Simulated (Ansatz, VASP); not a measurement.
## Two plane-wave programs on Si4O

File INCAR:

```
SYSTEM = Si4O
  ALGO = Normal
  EDIFF = 1E-7
  ENCUT = 520
  GGA = PE
  ISIF = 2
  ISMEAR = 0
  LASPH = .TRUE.
  LCHARG = .TRUE.
  LELF = .TRUE.
  LREAL = .FALSE.
  LVHAR = .TRUE.
  LWAVE = .FALSE.
  NBANDS = 19
  NELM = 60
  PREC = Accurate
  SIGMA = 0.1
```

Contents of KPOINTS:

```
k-points
0
G
  6 6 2
  0 0 0
```

POSCAR

```
Si4O
1.0
    2.8214044900      0.0000000000      0.0000000000
   -1.4107022500      2.4434079700      0.0000000000
    0.0000000000      0.0000000000      9.0721736200
Si O
4 1
Direct
    0.3333333300      0.6666666700      0.8658552800
    0.3333333300      0.6666666700      0.3767953500
    0.6666666700      0.3333333300      0.1341447200
    0.6666666700      0.3333333300      0.6232046500
    0.0000000000      0.0000000000      0.0000000000
```

Input for Ansatz:

```yaml
crystal:
  lattice:
    - [2.82140449, 0.0, 0.0]
    - [-1.41070225, 2.44340797, 0.0]
    - [0.0, 0.0, 9.07217362]
  atoms:
    - { symbol: Si, position: [0.33333333, 0.66666667, 0.86585528] }
    - { symbol: Si, position: [0.33333333, 0.66666667, 0.37679535] }
    - { symbol: Si, position: [0.66666667, 0.33333333, 0.13414472] }
    - { symbol: Si, position: [0.66666667, 0.33333333, 0.62320465] }
    - { symbol: O, position: [0.0, 0.0, 0.0] }
basis:
  ecutwfc: 420
kpoints:
  mp_grid: { grid: [6, 6, 2] }
hamiltonian:
  xc: pbe
scf:
  occupations: { method: gaussian, width: 0.1 }
  lower_state_search: "off"
output:
  forces: true
  stress: true
  eigenvalues: true
```

Change from the starting cell: species swapped into the Co4H type (P-3m1, No. 164).

Alike in both runs: task single point; functional PBE; k mesh 6 × 6 × 2; occupations gaussian, width 0.1 eV; no spin polarisation.

|  | VASP | Ansatz |
| --- | --- | --- |
| version | VASP 6.6.1 | Ansatz 0.2.0 |
| potentials or method | VASP PAW PBE potentials, release 64 (Si, O), cutoff 520 eV | scalar-relativistic, plane waves, PAW |
| valence electrons in the cell | 22 | 22 |

Ansatz gave:

* gap on the k mesh at the Fermi level (eV): none
* pressure (GPa): 18.5
* traceless stress, the component that is largest in VASP (GPa): 6.55
* rms of the force components (eV/Å): 1.928

Q: What did VASP give for the same quantities?

A: gap on the k mesh at the Fermi level (eV): none; pressure (GPa): 18.5; traceless stress, the component that is largest in VASP (GPa): 6.53; rms of the force components (eV/Å): 1.931.

Atom by atom the forces differ by 0.004 eV/Å (rms over components). A gap of «none» marks a metal or a gap that the smearing closes. The functional is the same, so the differences come from potentials, cutoffs and numerics.

The k mesh is coarse, so the values compare programs but aren't converged.
